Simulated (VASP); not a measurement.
# In4SbAs3 (P-4m2) in VASP: a series of runs

Runs on In4SbAs3. Level: PBE. Tasks: single point, relaxation of cell and atoms.

Program: VASP 6.6.1. These are calculated values, not measurements. Logs are shortened: lines on timing, memory, paths and dates and some standing lists are left out, and cuts for length are marked.

### Step 1. The cell of the first run

Symmetry: P-4m2, No. 115, tetragonal system. The conventional cell has a = 4.480 Å, b = 4.480 Å, c = 12.466 Å, α = 90.00°, β = 90.00°, γ = 90.00°. In (site symmetry 2mm) has 4 As at 2.70 Å within 3.6 Å. In (site symmetry 2mm) has 2 As at 2.70 Å and 2 Sb at 2.83 Å within 3.6 Å. Sb (site symmetry -4m2) has 4 In at 2.83 Å within 3.7 Å. Within 3.6 Å of As (site symmetry 2mm) lie 4 In at 2.70 Å. Within 3.6 Å of As (site symmetry -4m2) lie 4 In at 2.70 Å.

### Step 2. Single point, PBE

INCAR reads:

```
  PREC = Accurate
  ENCUT = 520
  EDIFF = 1E-6
  ISMEAR = 0
  SIGMA = 0.1
  LREAL = False
  LASPH = True
  NELM = 80
  ALGO = Normal
  ISIF = 2
  LWAVE = False
  LCHARG = False
  GGA = PE
  NBANDS = 46
```

KPOINTS reads:

```
Automatic mesh
0
Gamma
  4 4 2
```

POSCAR reads:

```
In4SbAs3
1.0
    4.4795281395      0.0000000000      0.0000000000
    0.0000000000      4.4795281395      0.0000000000
    0.0000000000      0.0000000000     12.4658962978
In Sb As
4 1 3
Direct
    0.5000000000      0.0000000000      0.8795192841
    0.0000000000      0.5000000000      0.1204807159
    0.5000000000      0.0000000000      0.3617192398
    0.0000000000      0.5000000000      0.6382807602
    0.5000000000      0.5000000000      0.5000000000
    0.0000000000      0.0000000000      0.2411516470
    0.0000000000      0.0000000000      0.7588483530
    0.5000000000      0.5000000000      0.0000000000
```

Potentials or basis: VASP PAW PBE potentials, release 64 (In_d, Sb, As).

Started as:

```bash
$ cat potpaw_PBE.64/In_d/POTCAR potpaw_PBE.64/Sb/POTCAR potpaw_PBE.64/As/POTCAR > POTCAR
$ mpirun -np 1 vasp_std > vasp.out
```

OUTCAR:

```text
PREC = Accurate
   ENCUT = 520
   EDIFF = 1E-6
   ISMEAR = 0
   LREAL = False
   LASPH = True
   NELM = 80
   ISIF = 2
   GGA = PE

 ion  position               nearest neighbor table
   1  0.500  0.000  0.880-   8 2.70   8 2.70   7 2.70   7 2.70
   2  0.000  0.500  0.120-   8 2.70   8 2.70   6 2.70   6 2.70
   3  0.500  0.000  0.362-   6 2.70   6 2.70   5 2.83   5 2.83
   4  0.000  0.500  0.638-   7 2.70   7 2.70   5 2.83   5 2.83
   5  0.500  0.500  0.500-   3 2.83   4 2.83   3 2.83   4 2.83
   6  0.000  0.000  0.241-   3 2.70   3 2.70   2 2.70   2 2.70
   7  0.000  0.000  0.759-   4 2.70   4 2.70   1 2.70   1 2.70
   8  0.500  0.500  0.000-   1 2.70   2 2.70   1 2.70   2 2.70

  LATTYP: Found a simple tetragonal cell.
 ALAT       =     4.4795281395
 C/A-ratio  =     2.7828592453

  Lattice vectors:

 A1 = (   4.4795281395,   0.0000000000,   0.0000000000)
 A2 = (   0.0000000000,   4.4795281395,   0.0000000000)
 A3 = (   0.0000000000,   0.0000000000,  12.4658962978)

Analysis of symmetry for initial positions (statically):
=====================================================================
 Subroutine PRICEL returns:
 Original cell was already a primitive cell.

 Routine SETGRP: Setting up the symmetry group for a
 simple tetragonal supercell.

 Subroutine GETGRP returns: Found  8 space group operations
 (whereof  8 operations were pure point group operations)
 out of a pool of 16 trial point group operations.

The static configuration has the point symmetry D_2d.

Analysis of symmetry for dynamics (positions and initial velocities):
=====================================================================
 Subroutine PRICEL returns:
 Original cell was already a primitive cell.

 Routine SETGRP: Setting up the symmetry group for a
 simple tetragonal supercell.

 Subroutine GETGRP returns: Found  8 space group operations
 (whereof  8 operations were pure point group operations)
 out of a pool of 16 trial point group operations.

The dynamic configuration has the point symmetry D_2d.

 Subroutine INISYM returns: Found  8 space group operations
 (whereof  8 operations are pure point group operations),
 and found     1 'primitive' translations

----------------------------------------------------------------------------------------

                                     Primitive cell

  volume of cell :     250.1428

  direct lattice vectors                    reciprocal lattice vectors
     4.479528140  0.000000000  0.000000000     0.223237798  0.000000000  0.000000000
     0.000000000  4.479528140  0.000000000     0.000000000  0.223237798  0.000000000
     0.000000000  0.000000000 12.465896298     0.000000000  0.000000000  0.080218861

  length of vectors
     4.479528140  4.479528140 12.465896298     0.223237798  0.223237798  0.080218861

  position of ions in fractional coordinates (direct lattice)
     0.500000000  0.000000000  0.879519284
     0.000000000  0.500000000  0.120480716
     0.500000000  0.000000000  0.361719240
     0.000000000  0.500000000  0.638280760
     0.500000000  0.500000000  0.500000000
     0.000000000  0.000000000  0.241151647
     0.000000000  0.000000000  0.758848353
     0.500000000  0.500000000  0.000000000

  ion indices of the primitive-cell ions
   primitive index   ion index
                 1           1
                 2           2
                 3           3
                 4           4
                 5           5
                 6           6
                 7           7
                 8           8

----------------------------------------------------------------------------------------

 KPOINTS: Automatic mesh

Automatic generation of k-mesh.
 Grid dimensions read from file:
 generate k-points for:    4    4    2

 Generating k-lattice:

  Cartesian coordinates                     Fractional coordinates (reciprocal lattice)
     0.055809450  0.000000000  0.000000000     0.250000000  0.000000000  0.000000000
     0.000000000  0.055809450  0.000000000     0.000000000  0.250000000  0.000000000
     0.000000000  0.000000000  0.040109430     0.000000000  0.000000000  0.500000000

  Length of vectors
     0.055809450  0.055809450  0.040109430

  Shift w.r.t. Gamma in fractional coordinates (k-lattice)
     0.000000000  0.000000000  0.000000000

 Subroutine IBZKPT returns following result:
 ===========================================

 Found     12 irreducible k-points:

 Following reciprocal coordinates:
            Coordinates               Weight
  0.000000  0.000000  0.000000      1.000000
  0.250000  0.000000  0.000000      4.000000
  0.500000  0.000000  0.000000      2.000000
  0.250000  0.250000  0.000000      4.000000
  0.500000  0.250000  0.000000      4.000000
  0.500000  0.500000  0.000000      1.000000
  0.000000  0.000000  0.500000      1.000000
  0.250000  0.000000  0.500000      4.000000
  0.500000  0.000000  0.500000      2.000000
  0.250000  0.250000  0.500000      4.000000
  0.500000  0.250000  0.500000      4.000000
  0.500000  0.500000  0.500000      1.000000
   k-points           NKPTS =     12   k-points in BZ     NKDIM =     12   number of bands    NBANDS=     46
   number of dos      NEDOS =    301   number of ions     NIONS =      8
   total plane-waves  NPLWV = 124416
   dimension x,y,z NGX =    36 NGY =   36 NGZ =   96
   dimension x,y,z NGXF=    72 NGYF=   72 NGZF=  192
   ions per type =               4   1   3
   NGX,Y,Z   is equivalent  to a cutoff of  13.36, 13.36, 12.80 a.u.
   NGXF,Y,Z  is equivalent  to a cutoff of  26.72, 26.72, 25.61 a.u.
 SYSTEM =  unknown system
   PREC   = accura    normal or accurate (medium, high low for compatibility)
   ISTART =      0    job   : 0-new  1-cont  2-samecut
   ICHARG =      2    charge: 1-file 2-atom 10-const
   ISPIN  =      1    spin polarized calculation?
   LNONCOLLINEAR =      F non collinear calculations
   LSORBIT =      F    spin-orbit coupling
   LASPH  =      T    aspherical Exc in radial PAW
   ENCUT  =  520.0 eV  38.22 Ry    6.18 a.u.   8.33  8.33 23.18*2*pi/ulx,y,z
   NELM   =     80;   NELMIN=  2; NELMDL= -5     # of ELM steps
   EDIFF  = 0.1E-05   stopping-criterion for ELM
   LREAL  =      F    real-space projection
   EDIFFG = 0.1E-04   stopping-criterion for IOM
   NSW    =      0    number of steps for IOM
   IBRION =     -1    ionic relax: 0-MD 1-quasi-New 2-CG
   NFREE  =      0    steps in history (QN), initial steepest desc. (CG)
   ISIF   =      2    stress and relaxation
   ISYM   =      2    0-nonsym 1-usesym 2-fastsym
   POTIM  = 0.5000    time-step for ionic-motion
   TEBEG  =    0.0;   TEEND  =   0.0 temperature during run
   PSTRESS=    0.0 pullay stress
   NELECT =      72.0000    total number of electrons
   NUPDOWN=      -1.0000    fix difference up-down
   EMIN   =  10.00;   EMAX   =-10.00  energy-range for DOS
   EFERMI =   0.00;   METHOD = LEGACY
   ISMEAR =     0;   SIGMA  =   0.10  broadening in eV -4-tet -1-fermi 0-gaus
   EFERMI_NEDOS =   21; number of points for ismear=-14 and -15
   IALGO  =     38    algorithm
   IMIX   =      4    mixing-type and parameters
     AMIX     =   0.40;   BMIX     =  1.00
     AMIX_MAG =   1.60;   BMIX_MAG =  1.00
  volume/ion in A,a.u.               =      31.27       211.01
  Fermi-wavevector in a.u.,A,eV,Ry     =   1.080910  2.042624 15.896599  1.168367
  Thomas-Fermi vector in A             =   2.216913
   LORBIT       =      0    0 simple, 1 ext, 2 COOP (PROOUT), +10 PAW based schemes
   GGA     = PE    functional components
   LHFCALC =     F    Hartree Fock is set to
   AEXX    =    0.0000 exact exchange contribution
   IVDW    =     0    specifies the selected vdW correction
   LEPSILON=     F    determine dielectric tensor
   LRPA    =     F    only Hartree local field effects (RPA)
 non-spin polarized calculation
 Gauss-broadening in eV      SIGMA  =   0.10
  energy-cutoff  :      520.00
  volume of cell :      250.14
 maximum number of plane-waves:      6782
 NGX is ok and might be reduce to    36
   NGX = 17   NGY = 17   NGZ = 47

 number of electron      72.0000027 magnetization

 Free energy of the ion-electron system (eV)
  ---------------------------------------------------
  ext. energy  EPLUGINS =         0.00000000
  ---------------------------------------------------
  free energy    TOTEN  =       -29.82595510 eV

  energy without entropy =      -29.82110545  energy(sigma->0) =      -29.82353027

 E-fermi :   4.0965     XC(G=0):  -8.6833

 val. band max:        4.0720778136   @ k =   0.0000   0.0000   0.0000
 cond. band min:       4.5248177806   @ k =   0.5000   0.0000   0.0000
 fundamental gap:      0.4527399670
 Fermi energy:         4.0964604885

 k-point     1 :       0.0000    0.0000    0.0000
  band No.  band energies     occupation
      1     -10.4451      2.00000
      2     -10.3887      2.00000
      3     -10.3529      2.00000
      4     -10.3309      2.00000
      5     -10.3309      2.00000
      6     -10.3094      2.00000
[... 38 lines left out ...]
     45       7.6529      0.00000
     46       7.6529      0.00000

 k-point     2 :       0.2500    0.0000    0.0000
  band No.  band energies     occupation
      1     -10.4327      2.00000
      2     -10.3941      2.00000
      3     -10.3726      2.00000
      4     -10.3367      2.00000
      5     -10.3244      2.00000
      6     -10.3054      2.00000
[... 38 lines left out ...]
     45       8.1959      0.00000
     46       8.6567      0.00000

 k-point     3 :       0.5000    0.0000    0.0000
  band No.  band energies     occupation
      1     -10.4172      2.00000
      2     -10.4113      2.00000
      3     -10.3954      2.00000
      4     -10.3473      2.00000
      5     -10.3129      2.00000
      6     -10.3127      2.00000
[... 430 lines left out ...]
     45       9.3174      0.00000
     46       9.4421      0.00000

 k-point    12 :       0.5000    0.5000    0.5000
  band No.  band energies     occupation
      1     -10.4559      2.00000
      2     -10.4438      2.00000
      3     -10.4355      2.00000
      4     -10.3777      2.00000
      5     -10.2852      2.00000
      6     -10.2791      2.00000
[... 38 lines left out ...]
     45      10.6181      0.00000
     46      10.8840      0.00000

------------------------ aborting loop because EDIFF is reached ----------------------------------------

  FORCE on cell =-STRESS in cart. coord.  units (eV):
  Direction    XX          YY          ZZ          XY          YZ          ZX
  --------------------------------------------------------------------------------------
  -------------------------------------------------------------------------------------
  Total        0.2757250      0.2757250      0.1636785      0.0000000      0.0000000     -0.0000000
  in kB        1.7660326      1.7660326      1.0483692      0.0000000      0.0000000     -0.0000000
  external PRESSURE =       1.5268114 kB  Pullay stress =       0.0000000 kB

 VOLUME and BASIS-vectors are now :
 -----------------------------------------------------------------------------
  energy-cutoff  :      520.00
  volume of cell :      250.14
      direct lattice vectors                 reciprocal lattice vectors
     4.479528140  0.000000000  0.000000000     0.223237798  0.000000000  0.000000000
     0.000000000  4.479528140  0.000000000     0.000000000  0.223237798  0.000000000
     0.000000000  0.000000000 12.465896298     0.000000000  0.000000000  0.080218861

 POSITION                                       TOTAL-FORCE (eV/Angst)
 -----------------------------------------------------------------------------------
      2.23976      0.00000     10.96400         0.000000     -0.000000      0.011947
      0.00000      2.23976      1.50190        -0.000000     -0.000000     -0.011947
      2.23976      0.00000      4.50915        -0.000000     -0.000000      0.004425
      0.00000      2.23976      7.95674        -0.000000     -0.000000     -0.004425
      2.23976      2.23976      6.23295        -0.000000      0.000000      0.000000
      0.00000      0.00000      3.00617        -0.000000     -0.000000     -0.008391
      0.00000      0.00000      9.45972        -0.000000     -0.000000      0.008391
      2.23976      2.23976      0.00000        -0.000000     -0.000000      0.000000
 -----------------------------------------------------------------------------------
    total drift:                                0.000000      0.000000      0.000000

  FREE ENERGIE OF THE ION-ELECTRON SYSTEM (eV)
  ---------------------------------------------------
  free  energy   TOTEN  =       -29.8259550964 eV

  energy  without entropy=      -29.8211054517  energy(sigma->0) =      -29.82353027
```

It took 5.1 min on 1 thread of Intel Xeon 8259CL, shared host; peak memory 0.41 GiB.

Results:

```yaml
Free_energy: -29.8260 eV
Pressure: 0.2 GPa
Largest_force: 0.012 eV/Å
Band_gap_on_the_k_mesh: zero (filled and empty bands touch)
```

Forces in eV/Å, atoms in the order of the input:
```
In   0.000  0.000  0.012
In   0.000  0.000 -0.012
In   0.000  0.000  0.004
In   0.000  0.000 -0.004
Sb   0.000  0.000  0.000
As   0.000  0.000 -0.008
As   0.000  0.000  0.008
As   0.000  0.000  0.000
```

Levels at points of the mesh, in eV from the Fermi level:
```csv
k point,band 33,band 34,band 35,band 36,band 37,band 38,band 39,band 40
"(0.00, 0.00, 0.00)",-1.22,-0.69,-0.04,-0.02,-0.02,1.48,1.60,1.83
"(0.50, 0.00, 0.00)",-1.21,-0.93,-0.92,-0.47,0.43,0.74,1.95,2.39
"(0.50, 0.50, 0.00)",-2.20,-2.12,-2.12,-2.05,1.46,1.61,1.80,1.80
"(0.00, 0.00, 0.50)",-0.74,-0.74,-0.33,-0.33,1.26,1.26,1.55,1.59
"(0.50, 0.00, 0.50)",-1.24,-1.23,-1.22,-0.47,1.29,1.38,1.45,1.93
"(0.50, 0.50, 0.50)",-2.40,-2.40,-2.38,-2.29,2.29,2.39,2.44,2.44
```

Caveat: semilocal functionals underestimate gaps, and a narrow one can read as zero; spin-orbit coupling is left out, which moves the levels of the heavy elements.

[end of part 1 of 3]

The gap in the log of VASP goes by the Fermi energy; the results here count the filled bands.